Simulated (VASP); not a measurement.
# Al (Fd-3m) in VASP: further runs, part 3 of 3

VASP 6.6.1. Earlier steps stand in the parts before.

### Step 5. Single point, r2SCAN

This run uses another cell than the first one, of 27.37 Å³/atom, 0.962 times its volume.

POSCAR

```
Al
1.0
    0.0000000000      3.0137355251      3.0137355251
    3.0137355251      0.0000000000      3.0137355251
    3.0137355251      3.0137355251      0.0000000000
Al
2
Direct
    0.1250000000      0.1250000000      0.1250000000
    0.8750000000      0.8750000000      0.8750000000
```

INCAR.step1

```
ALGO     = Normal         # electronic algorithm
EDIFF    = 1E-4           # SCF threshold, eV
ENCUT    = 520            # plane-wave cutoff, eV
GGA      = PE             # functional
ISMEAR   = -1             # smearing method
LASPH    = T              # aspherical terms in the spheres
LCHARG   = F              # write CHGCAR
LREAL    = F              # projectors in reciprocal space
LWAVE    = T              # write WAVECAR
NBANDS   = 10             # bands
NELM     = 80             # most SCF steps
PREC     = Accurate       # precision mode
SIGMA    = 0.1            # smearing width, eV
```

INCAR.step2

```
ALGO     = Normal         # electronic algorithm
EDIFF    = 1E-6           # SCF threshold, eV
ENCUT    = 520            # plane-wave cutoff, eV
ISIF     = 2              # what is computed and relaxed
ISMEAR   = -1             # smearing method
ISTART   = 1            
LASPH    = T              # aspherical terms in the spheres
LCHARG   = T              # write CHGCAR
LELF     = T              # ELF
LMIXTAU  = T            
LREAL    = F              # projectors in reciprocal space
LVHAR    = T            
LWAVE    = F              # write WAVECAR
METAGGA  = R2SCAN         # meta-GGA
NBANDS   = 10             # bands
NELM     = 80             # most SCF steps
PREC     = Accurate       # precision mode
SIGMA    = 0.1            # smearing width, eV
```

KPOINTS

```
k-points
0
Gamma
  15 15 15
```

Potentials or basis: VASP PAW PBE potentials, release 64 (Al).

Run with:

```
> cat potpaw_PBE.64/Al/POTCAR > POTCAR
> cp INCAR.step1 INCAR
> mpirun -np 1 vasp_std > vasp.out
> cp INCAR.step2 INCAR
> mpirun -np 1 vasp_std > vasp.out
```

OUTCAR:

```text
EDIFF = 1E-6
   ENCUT = 520
   ISIF = 2
   ISMEAR = -1
   ISTART = 1
   LASPH = T
   LREAL = F
   METAGGA = R2SCAN
   NELM = 80
   PREC = Accurate

 ion  position               nearest neighbor table
   1  0.125  0.125  0.125-   2 2.61   2 2.61   2 2.61   2 2.61
   2  0.875  0.875  0.875-   1 2.61   1 2.61   1 2.61   1 2.61

  LATTYP: Found a face centered cubic cell.
 ALAT       =     6.0274710502

  Lattice vectors:

 A1 = (   0.0000000000,   3.0137355251,   3.0137355251)
 A2 = (   3.0137355251,   0.0000000000,   3.0137355251)
 A3 = (   3.0137355251,   3.0137355251,   0.0000000000)

Analysis of symmetry for initial positions (statically):
=====================================================================
 Subroutine PRICEL returns:
 Original cell was already a primitive cell.

 Routine SETGRP: Setting up the symmetry group for a
 face centered cubic supercell.

 Subroutine GETGRP returns: Found 48 space group operations
 (whereof 12 operations were pure point group operations)
 out of a pool of 48 trial point group operations.

The static configuration has the point symmetry D_3d.
 The point group associated with its full space group is O_h .

Analysis of symmetry for dynamics (positions and initial velocities):
=====================================================================
 Subroutine PRICEL returns:
 Original cell was already a primitive cell.

 Routine SETGRP: Setting up the symmetry group for a
 face centered cubic supercell.

 Subroutine GETGRP returns: Found 48 space group operations
 (whereof 12 operations were pure point group operations)
 out of a pool of 48 trial point group operations.

The dynamic configuration has the point symmetry D_3d.
 The point group associated with its full space group is O_h .

 Subroutine INISYM returns: Found 48 space group operations
 (whereof 12 operations are pure point group operations),
 and found     1 'primitive' translations

[... 115 lines left out ...]
  volume/ion in A,a.u.               =      27.37       184.72
  Fermi-wavevector in a.u.,A,eV,Ry     =   0.783448  1.480502  8.351128  0.613791
  Thomas-Fermi vector in A             =   1.887378
   LORBIT       =      0    0 simple, 1 ext, 2 COOP (PROOUT), +10 PAW based schemes
   METAGGA = R2SCAN    functional components
   LHFCALC =     F    Hartree Fock is set to
   AEXX    =    0.0000 exact exchange contribution
   IVDW    =     0    specifies the selected vdW correction
   LEPSILON=     F    determine dielectric tensor
   LRPA    =     F    only Hartree local field effects (RPA)
 non-spin polarized calculation
  energy-cutoff  :      520.00
  volume of cell :       54.75
 maximum number of plane-waves:      1487
   NGX = 15   NGY = 15   NGZ = 15

 number of electron       6.0000000 magnetization

 Free energy of the ion-electron system (eV)
  ---------------------------------------------------
  ext. energy  EPLUGINS =         0.00000000
  ---------------------------------------------------
  free energy    TOTEN  =       -11.86665806 eV

  energy without entropy =      -11.81801803  energy(sigma->0) =      -11.84233805

 E-fermi :   2.7760     XC(G=0):  -8.5655

 val. band max:        2.7617181674   @ k =   0.3333   0.2667   0.0000
 cond. band min:       2.7970673660   @ k =  -0.4000   0.3333   0.0000
 fundamental gap:      0.0353491986
 Fermi energy:         2.7759883582

 k-point     1 :       0.0000    0.0000    0.0000
  band No.  band energies     occupation
      1      -5.5329      2.00000
      2       5.0272      0.00000
      3       5.0272      0.00000
      4       5.0273      0.00000
      5       6.9667      0.00000
      6       6.9667      0.00000
      7       6.9667      0.00000
      8       8.7775      0.00000
      9      11.0816      0.00000
     10      11.0816      0.00000
[... 287 lines left out ...]
 k-point    24 :       0.2000    0.1333    0.0000
  band No.  band energies     occupation
      1      -5.0637      2.00000
      2       3.0180      0.16336
      3       3.8691      0.00004
      4       4.0014      0.00001
      5       6.3711      0.00000
      6       8.3956      0.00000
      7       8.6273      0.00000
      8       8.6577      0.00000
      9      11.1628      0.00000
     10      11.4566      0.00000

 [... further k-points ...]
[... 5 lines left out ...]
  --------------------------------------------------------------------------------------
  -------------------------------------------------------------------------------------
  Total       -0.0315715     -0.0315715     -0.0315715     -0.0000000     -0.0000000     -0.0000000
  in kB       -0.9239752     -0.9239752     -0.9239752     -0.0000000     -0.0000000     -0.0000000
  external PRESSURE =      -0.9239752 kB  Pullay stress =       0.0000000 kB

 VOLUME and BASIS-vectors are now :
 -----------------------------------------------------------------------------
  energy-cutoff  :      520.00
  volume of cell :       54.75
      direct lattice vectors                 reciprocal lattice vectors
     0.000000000  3.013735525  3.013735525    -0.165907060  0.165907060  0.165907060
     3.013735525  0.000000000  3.013735525     0.165907060 -0.165907060  0.165907060
     3.013735525  3.013735525  0.000000000     0.165907060  0.165907060 -0.165907060

 POSITION                                       TOTAL-FORCE (eV/Angst)
 -----------------------------------------------------------------------------------
      0.75343      0.75343      0.75343         0.000000      0.000000     -0.000000
      5.27404      5.27404      5.27404        -0.000000     -0.000000      0.000000
 -----------------------------------------------------------------------------------
    total drift:                                0.000000     -0.000000     -0.000000

  FREE ENERGIE OF THE ION-ELECTRON SYSTEM (eV)
  ---------------------------------------------------
  free  energy   TOTEN  =       -11.8666580646 eV

  energy  without entropy=      -11.8180180296  energy(sigma->0) =      -11.84233805
```

OUTCAR.step1:

```text
EDIFF = 1E-4
   ENCUT = 520
   GGA = PE
   ISMEAR = -1
   LASPH = T
   LREAL = F
[... 532 lines left out ...]
 -----------------------------------------------------------------------------------
      0.75343      0.75343      0.75343         0.000000      0.000000      0.000000
      5.27404      5.27404      5.27404        -0.000000     -0.000000     -0.000000
 -----------------------------------------------------------------------------------
    total drift:                                0.000000      0.000000     -0.000000

  FREE ENERGIE OF THE ION-ELECTRON SYSTEM (eV)
  ---------------------------------------------------
  free  energy   TOTEN  =        -6.0250631266 eV

  energy  without entropy=       -5.9736724599  energy(sigma->0) =       -5.99936779
```

It took 1.7 min on 1 thread of AMD EPYC 9R45 (Zen 5), shared host; peak memory 0.18 GiB.

Results:

```yaml
Free_energy: -11.8667 eV
Pressure: -0.1 GPa
Band_gap_on_the_k_mesh: zero (band 3 reaches 5.03 eV, above the bottom of band 4 at 1.57 eV)
```

Caveat: the PAW data sets were made with another functional, which shifts forces and pressure a little.

### Step 6. Relaxation of cell and atoms, r2SCAN

This run uses another cell than the first one, of 22.41 Å³/atom, 0.787 times its volume.

POSCAR

```
Al
1.0
    0.0000000000      2.8194727963      2.8194727963
    2.8194727963      0.0000000000      2.8194727963
    2.8194727963      2.8194727963      0.0000000000
Al
2
Direct
    0.1250000000      0.1250000000      0.1250000000
    0.8750000000      0.8750000000      0.8750000000
```

INCAR.step1

```
SYSTEM = Al
ALGO = Normal
EDIFF = 1E-4
ENCUT = 600
GGA = PE
ISMEAR = -1
LASPH = .TRUE.
LCHARG = .FALSE.
LREAL = .FALSE.
LWAVE = .TRUE.
NELM = 100
PREC = Accurate
SIGMA = 0.1
```

INCAR.step2

```
SYSTEM = Al
ALGO = Normal
EDIFF = 1E-6
EDIFFG = -0.01
ENCUT = 600
IBRION = 2
ISIF = 3
ISMEAR = -1
ISTART = 1
LASPH = .TRUE.
LCHARG = .FALSE.
LMIXTAU = .TRUE.
LREAL = .FALSE.
LWAVE = .FALSE.
METAGGA = R2SCAN
NELM = 100
NSW = 80
PREC = Accurate
SIGMA = 0.1
```

KPOINTS

```
k-points
0
G
  10 10 10
  0 0 0
```

Potentials or basis: VASP PAW PBE potentials, release 64 (Al).

Run with:

```
> cat potpaw_PBE.64/Al/POTCAR > POTCAR
> cp INCAR.step1 INCAR
> mpirun -np 1 vasp_std > vasp.out
> cp INCAR.step2 INCAR
> mpirun -np 1 vasp_std > vasp.out
```

Wall time 2.3 min (1 thread of AMD EPYC 9R45 (Zen 5), shared host); peak memory 0.16 GiB.

Results (log left out):

| Quantity | Value |
| --- | --- |
| Free energy | -11.8699 eV |
| Relaxed volume | 27.28 Å³/atom |
| Relaxed cell | a = 4.257 Å, b = 4.257 Å, c = 4.257 Å, α = 60.00°, β = 60.00°, γ = 60.00° |
| Space group after relaxing (to 0.05 Å) | Fd-3m (No. 227) |
| Energy gained by relaxing | 152.7 meV/atom |
| Ionic steps | 5 |
| Pressure after relaxing | 0.0 GPa |
| Band gap on the k mesh | zero (band 3 reaches 5.06 eV, above the bottom of band 4 at 1.40 eV) |

Step by step:
```csv
step,energy change (eV),largest force (eV/Å),pressure (GPa),volume (Å³)
1,0.0000,0.0000,11.83,44.83
2,-0.2975,0.0000,-1.29,56.44
3,-0.3054,0.0000,0.07,54.46
4,-0.3054,0.0000,-0.08,54.66
5,-0.3054,0.0000,0.00,54.55
```

Final structure:
```
CELL_PARAMETERS angstrom
0.00000 3.01024 3.01024
3.01024 0.00000 3.01024
3.01024 3.01024 0.00000
ATOMIC_POSITIONS crystal
Al 0.12500 0.12500 0.12500
Al 0.87500 0.87500 0.87500
```

Levels at points of the mesh, in eV from the Fermi level:
```tsv
k point	band 1	band 2	band 3	band 4	band 5	band 6	band 7
(0.00, 0.00, 0.00)	-8.32	2.26	2.26	2.26	4.20	4.20	4.20
(0.50, 0.00, 0.00)	-6.16	-4.06	1.15	1.15	3.70	4.67	4.67
(0.50, 0.50, 0.00)	-4.56	-4.56	-0.45	-0.45	2.37	2.37	11.41
```

Caveat: the volume moved by over 15 % at a fixed basis, so the end points are rough; the PAW data sets were made with another functional, which shifts forces and pressure a little.

### Step 7. Single point, r2SCAN, non-collinear spin, zero start, spin-orbit coupling

This run uses another cell than the first one, of 27.37 Å³/atom, 0.962 times its volume.

POSCAR

```
Al
1.0
    0.0000000000      3.0137355251      3.0137355251
    3.0137355251      0.0000000000      3.0137355251
    3.0137355251      3.0137355251      0.0000000000
Al
2
Direct
    0.1250000000      0.1250000000      0.1250000000
    0.8750000000      0.8750000000      0.8750000000
```

INCAR.step1

```
SYSTEM = Al
PREC = Accurate ; ENCUT = 520
ISMEAR = -1 ; SIGMA = 0.1
LREAL = .False. ; LASPH = .True.
NELM = 150 ; MAGMOM = 0 0 0 0 0 0
LSORBIT = .True. ; GGA_COMPAT = .False.
NBANDS = 18 ; GGA = PE
ALGO = Normal ; EDIFF = 1E-4
LWAVE = .True. ; LCHARG = .False.
```

INCAR.step2

```
SYSTEM = Al
PREC = Accurate ; ENCUT = 520
EDIFF = 1E-6 ; ISMEAR = -1
SIGMA = 0.1 ; LREAL = .False.
LASPH = .True. ; NELM = 150
ALGO = Normal ; ISIF = 2
LWAVE = .False. ; LCHARG = .False.
MAGMOM = 0 0 0 0 0 0 ; LORBIT = 11
LSORBIT = .True. ; GGA_COMPAT = .False.
LORBMOM = .True. ; METAGGA = R2SCAN
LMIXTAU = .True. ; NBANDS = 18
ISTART = 1
```

KPOINTS

```
Automatic mesh
0
Gamma
  9 9 9
  0 0 0
```

Run with:

```
> cat potpaw_PBE.64/Al/POTCAR > POTCAR
> cp INCAR.step1 INCAR
> mpirun -np 1 vasp_ncl > vasp.out
> cp INCAR.step2 INCAR
> mpirun -np 1 vasp_ncl > vasp.out
```

Run time: 14 min. Hardware: 1 thread of AMD EPYC 7R13, shared host; peak memory 0.34 GiB.

It converged, with:

| Property | Result |
| --- | --- |
| Free energy | -11.8676 eV |
| Pressure | -0.1 GPa |
| Net moment | 0.00 μB per cell |
| Valence electrons inside the program's atomic spheres | Al 0.83 |

Moments on the atoms (μB; x, y, z):
```
Al  0.00 0.00 0.00
Al  0.00 0.00 0.00
```

Caveat: the PAW data sets were made with another functional, which shifts forces and pressure a little.

### Step 8. Overview

```csv
task,spin,cell,k mesh,cutoff (eV),gap on the mesh (eV),pressure (GPa)
single point,off,"a = 4.318 Å, angles 60.0°, 2 atoms",10 × 10 × 10,520,none,-1.6
single point,off,"a = 4.373 Å, angles 60.0°, 2 atoms",10 × 10 × 10,520,none,-2.8
single point,off,"a = 4.426 Å, angles 60.0°, 2 atoms",10 × 10 × 10,520,none,-3.7
single point,off,"a = 4.262 Å, angles 60.0°, 2 atoms",15 × 15 × 15,520,none,-0.1
relaxation of cell and atoms,off,"relaxed from a = 3.987 Å, angles 60.0°, 2 atoms",10 × 10 × 10,600,none,0.0
single point,"non-collinear, zero start, SOC","a = 4.262 Å, angles 60.0°, 2 atoms",9 × 9 × 9,520,-,-0.1
```

Alike in all rows: level r2SCAN; potentials or basis VASP PAW PBE potentials, release 64 (Al); smearing fermi-dirac 0.1 eV.

Caveats: the PAW data sets were made with another functional, which shifts forces and pressure a little; the volume moved by over 15 % at a fixed basis, so the end points are rough (some runs).

Total energies depend on the potentials used, so only differences within one code and one set of settings carry meaning.
